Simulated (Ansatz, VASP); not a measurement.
## ZnSe in VASP and in Ansatz

```
CELL_PARAMETERS angstrom
0.00000 2.86611 2.86611
2.86611 0.00000 2.86611
2.86611 2.86611 0.00000
ATOMIC_POSITIONS crystal
Zn 0.00000 0.00000 0.00000
Se 0.25000 0.25000 0.25000
```

Alike in both runs: functional PBE; k mesh 6 × 6 × 6; no spin polarisation.

Ansatz relaxed the structure, and its values are those at the end. VASP's run is a single point on that final structure, the one shown.

```csv
,VASP,Ansatz
version,VASP 6.6.1,Ansatz 0.2.0
potentials or method,"VASP PAW PBE potentials, release 64 (Zn, Se), cutoff 500 eV","plane waves, PAW"
occupations,"gaussian, width 0.01 eV",fixed
valence electrons in the cell,18,28
```

Ansatz gave:

| Quantity | Value |
| --- | --- |
| pressure (GPa) | 0.0 |

Q: What did VASP give for the same quantities?

A: Pressure (GPa): 0.2.

VASP's potentials hold 18 valence electrons a cell and Ansatz's 28, so a difference there can come from the potentials and not from the codes.
